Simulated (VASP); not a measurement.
Runs of VASP 6.6.1 on CuI. The structure is that of space group F-43m (No. 216), or close to it. The cells are those of the table. 

| level | cell | k mesh | cutoff (eV) | gap on the mesh (eV) | pressure (GPa) |
| --- | --- | --- | --- | --- | --- |
| PBE | a = 4.341 Å, angles 60.0°, 2 atoms | 6 × 6 × 6 | 600 | 1.05 | (a) |
| r2SCAN | a = 4.173 Å, angles 60.0°, 2 atoms | 6 × 6 × 6 | 660 | 1.87 | 3.1 |
| r2SCAN | a = 4.260 Å, angles 60.0°, 2 atoms | 8 × 8 × 8 | 660 | 1.67 | -0.1 |
| r2SCAN | a = 4.343 Å, angles 60.0°, 2 atoms | 6 × 6 × 6 | 660 | 1.51 | -2.2 |
| r2SCAN | a = 4.302 Å, angles 60.0°, 2 atoms | 6 × 6 × 6 | 660 | 1.58 | -1.3 |
| r2SCAN | a = 4.260 Å, angles 60.0°, 2 atoms | 6 × 6 × 6 | 660 | 1.67 | -0.1 |
| PBE | a = 4.260 Å, angles 60.0°, 2 atoms | 8 × 8 × 8 | 600 | 1.20 | 1.1 |
| r2SCAN | a = 4.217 Å, angles 60.0°, 2 atoms | 6 × 6 × 6 | 660 | 1.77 | 1.4 |
| PBE | a = 4.383 Å, angles 60.0°, 2 atoms | 6 × 6 × 6 | 600 | 0.98 | -1.7 |
| PBE | a = 4.211 Å, angles 60.0°, 2 atoms | 6 × 6 × 6 | 600 | 1.29 | 2.9 |
| PBE | a = 4.298 Å, angles 60.0°, 2 atoms | 6 × 6 × 6 | 600 | 1.12 | (b) |
| PBE | a = 4.255 Å, angles 60.0°, 2 atoms | 6 × 6 × 6 | 600 | 1.20 | 1.3 |

Alike in all rows: task single point; potentials or basis VASP PAW PBE potentials, release 64 (Cu, I); no spin polarisation; smearing gaussian 0.01 eV.

Problem. Fill in the values left out.

Solution. (a) -0.6; (b) 0.1.

Caveats: spin-orbit coupling is left out, which moves the levels of the heavy elements; the PAW data sets were made with another functional, which shifts forces and pressure a little (at least some runs); the cell stands under pressure (at least some runs).

A k mesh can miss the band edges, and the runs leave out spin-orbit coupling on I.
